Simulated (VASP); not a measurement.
Write the native input for VASP 6.6.1 that does the following.

| Item | Value |
| --- | --- |
| Task | single point |
| Functional | PBEsol |
| Dispersion | D3(BJ) |
| Potentials or basis | VASP PAW PBE potentials, release 64 (Al) |
| Cutoff | 520 eV |
| k mesh | 20 × 20 × 20 |
| Occupations | gaussian, width 0.15 eV |
| Spin | no spin polarisation |
| Dipole correction | no |
| Further INCAR settings | ALGO = Normal; EDIFF = 1e-06; NBANDS = 8 |

The structure of Al lies in POSCAR:

```
Al
1.0
    0.0000000000      2.0846994000      2.0846994000
    2.0846994000      0.0000000000      2.0846994000
    2.0846994000      2.0846994000      0.0000000000
Al
1
Direct
    0.0000000000      0.0000000000      0.0000000000
```

This cell differs from its parent crystal: strain +0.030 along x and y, +0.030 along z.

One way to write it, as run:

INCAR

```
SYSTEM = Al
PREC     = Accurate       ! precision mode
ENCUT    = 520            ! plane-wave cutoff, eV
EDIFF    = 1E-6           ! SCF threshold, eV
ISMEAR   = 0              ! smearing method
SIGMA    = 0.15           ! smearing width, eV
LREAL    = .False.        ! projectors in reciprocal space
LASPH    = .True.         ! aspherical terms in the spheres
NELM     = 60             ! most SCF steps
ALGO     = Normal         ! electronic algorithm
ISIF     = 2              ! what is computed and relaxed
LWAVE    = .False.        ! write WAVECAR
LCHARG   = .False.        ! write CHGCAR
GGA      = PS             ! functional
IVDW     = 12             ! dispersion correction
NBANDS   = 8              ! bands
```

KPOINTS

```
Automatic mesh
0
Gamma
  20 20 20
  0 0 0
```

Potentials or basis: VASP PAW PBE potentials, release 64 (Al).

The run is started by

```sh
$ cat potpaw_PBE.64/Al/POTCAR > POTCAR
$ mpirun -np 1 vasp_std > vasp.out
```

Results of the run:

- Pressure: -9.7 GPa
- Band gap on the k mesh: zero (an odd number of electrons rules out a gap without spin polarisation)
- Dispersion energy per atom: -0.288 eV

Caveat: the cell differs from its parent crystal (strain +0.030 along x and y, +0.030 along z); the cell stands under tension; the PAW data sets were made with another functional, which shifts forces and pressure a little.

It took 22 s on 1 thread of Intel Xeon 8259CL (shared host), peak memory 0.16 GiB.
